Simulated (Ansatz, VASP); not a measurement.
One calculation of TiAl, two programs

```
CELL_PARAMETERS angstrom
2.84998 0.00000 0.00000
0.00000 2.84998 0.00000
0.00000 0.00000 3.97914
ATOMIC_POSITIONS crystal
Ti 0.00000 0.00000 0.00000
Al 0.50000 0.50000 0.50000
```

Alike in both runs: task single point; functional LDA; k mesh 16 × 16 × 16; occupations gaussian, width 0.15 eV; no spin polarisation.

|  | VASP | Ansatz |
| --- | --- | --- |
| version | VASP 6.6.1 | Ansatz 0.2.0 |
| potentials or method | VASP PAW LDA potentials, release 64 (Ti_sv, Al), cutoff 520 eV | scalar-relativistic, plane waves, PAW |
| valence electrons in the cell | 15 | 15 |

Ansatz gave:

```
gap on the k mesh at the Fermi level (eV)                     : none
pressure (GPa)                                                : -6.3
traceless stress, the component that is largest in VASP (GPa) : 1.70
```

Question: What did VASP give for the same quantities?

Answer: gap on the k mesh at the Fermi level (eV): none; pressure (GPa): -6.1; traceless stress, the component that is largest in VASP (GPa): 1.70.

Ansatz warns that its potentials were made for another functional, while VASP's fit it. LDA's correlation is that of Perdew and Zunger in VASP and of Perdew and Wang (1992) in Ansatz. A gap of «none» marks a metal or a gap that the smearing closes.
